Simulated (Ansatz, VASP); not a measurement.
**One calculation of BN, two programs**

Contents of INCAR:

```
PREC = Accurate
ENCUT = 520
EDIFF = 1E-7
ISMEAR = 0
SIGMA = 0.01
LREAL = F
LASPH = T
NELM = 80
ALGO = Normal
ISIF = 2
LWAVE = F
LCHARG = T
GGA = PS
LELF = T
LVHAR = T
NBANDS = 16
```

Contents of KPOINTS:

```
regular mesh
0
Gamma
  9 9 4
```

The input POSCAR:

```
BN
1.0
    2.5008381595      0.0000000000      0.0000000000
   -1.2504190798      2.1657893769      0.0000000000
    0.0000000000      0.0000000000      6.8931474372
B N
2 2
Direct
    0.3333333333      0.6666666667      0.2500000000
    0.6666666667      0.3333333333      0.7500000000
    0.6666666667      0.3333333333      0.2500000000
    0.3333333333      0.6666666667      0.7500000000
```

Input for Ansatz:

```yaml
crystal:
  lattice:
    - [2.5008381595, 0.0, 0.0]
    - [-1.2504190798, 2.1657893769, 0.0]
    - [0.0, 0.0, 6.8931474372]
  atoms:
    - { symbol: B, position: [0.3333333333, 0.6666666667, 0.25] }
    - { symbol: B, position: [0.6666666667, 0.3333333333, 0.75] }
    - { symbol: "N", position: [0.6666666667, 0.3333333333, 0.25] }
    - { symbol: "N", position: [0.3333333333, 0.6666666667, 0.75] }
kpoints:
  mp_grid: { grid: [9, 9, 4] }
hamiltonian:
  xc: pbesol
scf:
  occupations: { method: fixed }
  n_extra_bands: 5
output:
  forces: true
  stress: true
  eigenvalues: true
```

Alike in both runs: task single point; functional PBEsol; k mesh 9 × 9 × 4; no spin polarisation.

```csv
,VASP,Ansatz
version,VASP 6.6.1,Ansatz 0.2.0
potentials or method,"VASP PAW PBE potentials, release 64 (B, N)",plane waves
plane-wave cutoff (eV),520,420
occupations,"gaussian, width 0.01 eV",fixed
valence electrons in the cell,16,16
```

|  | VASP | Ansatz | Ansatz less VASP |
| --- | --- | --- | --- |
| gap on the k mesh at the Fermi level (eV) | 4.35 | 4.36 | +0.009 |
| pressure (GPa) | 1.4 | 1.1 | -0.28 |
| traceless stress, the component that is largest in VASP (GPa) | -1.27 | -0.83 | +0.435 |

VASP's potentials were made for PBE, not for PBEsol.
